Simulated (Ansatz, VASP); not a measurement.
# Ga4Sb3P: VASP beside Ansatz

File INCAR:

```
SYSTEM = Ga4Sb3P
ALGO     = Normal         ! electronic algorithm
EDIFF    = 1E-6           ! SCF threshold, eV
ENCUT    = 520            ! plane-wave cutoff, eV
GGA      = PE             ! functional
ISIF     = 2              ! what is computed and relaxed
ISMEAR   = -1             ! smearing method
LASPH    = .True.         ! aspherical terms in the spheres
LCHARG   = .True.         ! write CHGCAR
LELF     = .True.         ! ELF
LREAL    = .False.        ! projectors in reciprocal space
LVHAR    = .True.       
LWAVE    = .False.        ! write WAVECAR
NBANDS   = 46             ! bands
NELM     = 60             ! most SCF steps
PREC     = Accurate       ! precision mode
SIGMA    = 0.02           ! smearing width, eV
```

KPOINTS

```
k-points
0
Gamma
  6 6 6
  0 0 0
```

File POSCAR:

```
Ga4Sb3P
1.0
   -2.9808101091      2.9808101091      5.9449628238
    2.9808101091     -2.9808101091      5.9449628238
    2.9808101091      2.9808101091     -5.9449628238
P Ga Sb
1 4 3
Direct
    0.0000000000      0.0000000000      0.0000000000
    0.6511953186      0.6511953186      0.5390831019
    0.8878877832      0.3488046814      0.0000000000
    0.1121122168      0.1121122168      0.4609168981
    0.3488046814      0.8878877832      0.0000000000
    0.2500000000      0.7500000000      0.5000000000
    0.5000000000      0.5000000000      0.0000000000
    0.7500000000      0.2500000000      0.5000000000
```

Input for Ansatz:

```yaml
crystal:
  lattice:
    - [-2.9808101091, 2.9808101091, 5.9449628238]
    - [2.9808101091, -2.9808101091, 5.9449628238]
    - [2.9808101091, 2.9808101091, -5.9449628238]
  atoms:
    - { symbol: P, position: [0.0, 0.0, 0.0] }
    - { symbol: Ga, position: [0.6511953186, 0.6511953186, 0.5390831019] }
    - { symbol: Sb, position: [0.25, 0.75, 0.5] }
    - { symbol: Ga, position: [0.8878877832, 0.3488046814, 0.0] }
    - { symbol: Sb, position: [0.5, 0.5, 0.0] }
    - { symbol: Ga, position: [0.1121122168, 0.1121122168, 0.4609168981] }
    - { symbol: Sb, position: [0.75, 0.25, 0.5] }
    - { symbol: Ga, position: [0.3488046814, 0.8878877832, 0.0] }
kpoints:
  mp_grid: { grid: [6, 6, 6] }
  band_path:
    path:
      - [[0.0, 0.0, 0.0], [1.232084245852e-17, -1.232084245852e-17, 0.5], [0.25, 0.25, 0.25], [-2.383261762864e-17, 0.5, 2.383261762864e-17], [0.0, 0.0, 0.0], [0.5, 0.5, -0.5], [0.3128507324484, 0.6871492675516, -0.3128507324484]]
      - [[-0.3128507324484, 0.3128507324484, 0.3128507324484], [0.0, 0.0, 0.0]]
      - [[1.232084245852e-17, -1.232084245852e-17, 0.5], [-0.1257014648969, 0.1257014648969, 0.5]]
      - [[0.5, 0.5, -0.1257014648969], [0.5, 0.5, -0.5]]
    npoints: 10
hamiltonian:
  xc: pbe
scf:
  occupations: { method: fermi_dirac, width: 0.02 }
  n_extra_bands: 6
output:
  forces: true
  stress: true
  eigenvalues: true
```

Alike in both runs: task single point; functional PBE; k mesh 6 × 6 × 6; occupations fermi-dirac, width 0.02 eV; no spin polarisation.

```csv
,VASP,Ansatz
version,VASP 6.6.1,Ansatz 0.2.0
potentials or method,"VASP PAW PBE potentials, release 64 (P, Ga_d, Sb)","plane waves, PAW"
plane-wave cutoff (eV),520,420
valence electrons in the cell,72,102
```

```csv
,VASP,Ansatz,Ansatz less VASP
pressure (GPa),2.1,2.0,-0.05
rms of the force components (eV/Å),0.020,0.016,-0.0034
```

VASP's potentials hold 72 valence electrons a cell and Ansatz's 102, so a difference there can come from the potentials and not from the codes.

Neither program's run includes spin-orbit coupling.
